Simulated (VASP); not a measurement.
Write the native input for VASP 6.6.1 that does the following.

| Property | Result |
| --- | --- |
| Task | single point |
| Functional | PBE |
| Potentials or basis | VASP PAW PBE potentials, release 64 (Cd, S) |
| Cutoff | 520 eV |
| k mesh | 6 × 6 × 6 |
| Occupations | fermi-dirac, width 0.02 eV |
| Spin | no spin polarisation |
| Dipole correction | no |
| Further INCAR settings | ALGO = Normal; EDIFF = 1e-06; NBANDS = 16 |

The structure of CdS lies in POSCAR:

```
CdS
1.0
    3.3869086123      0.0000000000      0.0000000000
    0.0000000000      3.3869086123      0.0000000000
    0.0000000000      0.0000000000      3.3869086123
Cd S
1 1
Direct
    0.0000000000      0.0000000000      0.0000000000
    0.5000000000      0.5000000000      0.5000000000
```

One way to write it, as run:

INCAR

```
SYSTEM = CdS
PREC = Accurate
ENCUT = 520
EDIFF = 1E-6
ISMEAR = -1
SIGMA = 0.02
LREAL = .False.
LASPH = .True.
NELM = 80
ALGO = Normal
ISIF = 2
LWAVE = .False.
LCHARG = .False.
GGA = PE
NBANDS = 16
```

KPOINTS

```
regular mesh
0
Gamma
  6 6 6
  0 0 0
```

Potentials or basis: VASP PAW PBE potentials, release 64 (Cd, S).

The run is started by

```sh
$ cat potpaw_PBE.64/Cd/POTCAR potpaw_PBE.64/S/POTCAR > POTCAR
$ mpirun -np 1 vasp_std > vasp.out
```

It gave:

```
Pressure               : 2.0 GPa
Band gap on the k mesh : zero (band 9 reaches 4.11 eV, above the bottom of band 10 at 3.07 eV)
```

It took 11 s on 1 thread of AMD EPYC 7R13 Processor (Zen 3), with other jobs on the host, peak memory 0.13 GiB.
